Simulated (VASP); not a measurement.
Set up this calculation in VASP 6.6.1, as the native input.

* Task: single point
* Functional: LDA
* Potentials or basis: VASP PAW LDA potentials, release 64 (As_d)
* Cutoff: 400 eV
* k mesh: 6 × 6 × 1
* Occupations: gaussian, width 0.1 eV
* Spin: no spin polarisation
* Dipole correction: yes
* Further INCAR settings: ALGO = Normal; EDIFF = 1e-06; NBANDS = 22; NELMDL = -8

The structure of As lies in POSCAR:

```
As
1.0
    3.5214958115      0.0000000000      0.0000000000
   -1.7607479057      3.0497048321      0.0000000000
    0.0000000000      0.0000000000     28.0000000000
As
2
Direct
    0.3333333333      0.6666666667      0.5245783052
    0.6666666667      0.3333333333      0.4754216948
```

One way to write it, as run:

INCAR

```
SYSTEM = As
PREC = Accurate ; ENCUT = 400
EDIFF = 1E-6 ; ISMEAR = 0
SIGMA = 0.1 ; LREAL = .FALSE.
LASPH = .TRUE. ; NELM = 120
ALGO = Normal ; ISIF = 2
LWAVE = .FALSE. ; LCHARG = .FALSE.
LDIPOL = .TRUE. ; IDIPOL = 3
DIPOL = 0.5 0.5 0.500 ; NBANDS = 22
GGA_COMPAT = .FALSE. ; NELMDL = -8
```

KPOINTS

```
Automatic mesh
0
G
  6 6 1
  0 0 0
```

Potentials or basis: VASP PAW LDA potentials, release 64 (As_d).

Run with:

```sh
$ cat potpaw_LDA.64/As_d/POTCAR > POTCAR
$ mpirun -np 1 vasp_std > vasp.out
```

Results of the run:

```json
{
 "Largest force": "0.063 eV/Å",
 "Band gap on the k mesh": "1.46 eV (least direct gap 2.09 eV)"
}
```

Run time: 100 s on 1 thread of AMD EPYC 7R43 64-Core Processor (Zen 3), with other jobs on the host, peak memory 0.2 GiB.
